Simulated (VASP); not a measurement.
Input of a VASP 6.6.1 run:

The input INCAR:

```
PREC = Accurate
ENCUT = 560
EDIFF = 1E-6
ISMEAR = 0
SIGMA = 0.15
LREAL = F
LASPH = T
NELM = 120
ALGO = Normal
ISIF = 2
LWAVE = F
LCHARG = F
NBANDS = 14
GGA_COMPAT = F
```

Contents of KPOINTS:

```
Automatic mesh
0
Gamma
  22 22 22
```

The input POSCAR:

```
Ir
1.0
    0.0000000000      1.9697674167      1.6878936994
    1.9697674167      0.0000000000      1.6878936994
    1.9697674167      1.9697674167      0.0000000000
Ir
1
Direct
    0.0000000000      0.0000000000      0.0000000000
```

Potentials or basis: VASP PAW LDA potentials, release 64 (Ir_sv_GW).

Launch:

```bash
$ cat potpaw_LDA.64/Ir_sv_GW/POTCAR > POTCAR
$ mpirun -np 1 vasp_std > vasp.out
```

Task: Predict the pressure.

Result: 30.5 GPa.

Task: Estimate the band gap on the k mesh.

Result: Zero (an odd number of electrons rules out a gap without spin polarisation).

Stress tensor (GPa, compression positive):
```
11.92  0.00  0.00
 0.00 11.92  0.00
 0.00  0.00 67.72
```

Caveat: the stress differs along the axes, from 12 to 68 GPa; spin-orbit coupling is left out, which moves the levels of the heavy elements.
